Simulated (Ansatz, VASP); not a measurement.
**Ti: VASP beside Ansatz**

```
CELL_PARAMETERS angstrom
2.86474 0.00000 0.00000
-1.43237 2.48093 0.00000
0.00000 0.00000 4.54586
ATOMIC_POSITIONS crystal
Ti 0.33333 0.66667 0.25000
Ti 0.66667 0.33333 0.75000
```

Alike in both runs: functional LDA; k mesh 15 × 15 × 8; occupations fermi-dirac, width 0.15 eV; no spin polarisation.

Ansatz relaxed the structure, and its values are those at the end. VASP's run is a single point on that final structure, the one shown.

```csv
,VASP,Ansatz
version,VASP 6.6.1,Ansatz 0.2.0
potentials or method,"VASP PAW LDA potentials, release 64 (Ti_sv), cutoff 520 eV","scalar-relativistic, plane waves, PAW"
valence electrons in the cell,24,24
```

|  | VASP | Ansatz | Ansatz less VASP |
| --- | --- | --- | --- |
| gap on the k mesh at the Fermi level (eV) | none | none | - |
| pressure (GPa) | -0.3 | 0.0 | +0.30 |

Ansatz warns that its potentials were made for another functional, while VASP's fit it. LDA's correlation is that of Perdew and Zunger in VASP and of Perdew and Wang (1992) in Ansatz. A gap of «none» marks a metal or a gap that the smearing closes.
